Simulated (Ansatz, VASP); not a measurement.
# One calculation of BN, two programs

```
CELL_PARAMETERS angstrom
0.00000 1.80750 1.80750
1.80750 0.00000 1.80750
1.80750 1.80750 0.00000
ATOMIC_POSITIONS crystal
B 0.00000 0.00000 0.00000
N 0.75000 0.75000 0.75000
```

Alike in both runs: task single point; functional PBEsol; k mesh 13 × 13 × 13; occupations fermi-dirac, width 0.03 eV; no spin polarisation.

```csv
,VASP,Ansatz
version,VASP 6.6.1,Ansatz 0.2.0
potentials or method,"VASP PAW PBE potentials, release 64 (B, N), cutoff 520 eV","all-electron LAPW, scalar-relativistic"
```

Ansatz gave:

* gap on the k mesh at the Fermi level (eV): 4.36
* pressure (GPa): -2.9

What did VASP give for the same quantities?

gap on the k mesh at the Fermi level (eV): 4.35; pressure (GPa): -2.3.

VASP's potentials were made for PBE, not for PBEsol. Ansatz ran all-electron here, and VASP with PAW potentials.
